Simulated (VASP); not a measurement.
Set up this calculation in VASP 6.6.1, as the native input.

```
Task                   : single point
Functional             : PBE
Potentials or basis    : VASP PAW PBE potentials, release 64 (Pb_d, O)
Cutoff                 : 520 eV
k mesh                 : 8 × 8 × 10
Occupations            : gaussian, width 0.1 eV
Spin                   : no spin polarisation
Dipole correction      : no
Further INCAR settings : ALGO = Normal; EDIFF = 1e-06; NBANDS = 35
```

The structure of PbO2 lies in POSCAR:

```
PbO2
1.0
    5.0814657223      0.0000000000      0.0000000000
    0.0000000000      5.0814657223      0.0000000000
    0.0000000000      0.0000000000      3.4431766294
Pb O
2 4
Direct
    0.0000000000      0.0000000000      0.0000000000
    0.5000000000      0.5000000000      0.5000000000
    0.3079158087      0.3079158087      0.0000000000
    0.1920841913      0.8079158087      0.5000000000
    0.6920841913      0.6920841913      0.0000000000
    0.8079158087      0.1920841913      0.5000000000
```

One way to write it, as run:

INCAR

```
SYSTEM = PbO2
PREC = Accurate
ENCUT = 520
EDIFF = 1E-6
ISMEAR = 0
SIGMA = 0.1
LREAL = .FALSE.
LASPH = .TRUE.
NELM = 100
ALGO = Normal
ISIF = 2
LWAVE = .FALSE.
LCHARG = .TRUE.
GGA = PE
LELF = .TRUE.
LVHAR = .TRUE.
NBANDS = 35
```

KPOINTS

```
regular mesh
0
G
  8 8 10
  0 0 0
```

Potentials or basis: VASP PAW PBE potentials, release 64 (Pb_d, O).

The run is started by

```bash
$ cat potpaw_PBE.64/Pb_d/POTCAR potpaw_PBE.64/O/POTCAR > POTCAR
$ mpirun -np 1 vasp_std > vasp.out
```

Results of the run:

- Pressure: 0.2 GPa
- Largest force: 0.005 eV/Å
- Band gap on the k mesh: 0.01 eV

Caveat: the smearing spreads over this small gap; spin-orbit coupling is left out, which moves the levels of the heavy elements.

Wall time 2.6 min on 1 thread of AMD EPYC 9R45 96-Core Processor (Zen 5) (shared host), peak memory 0.32 GiB.
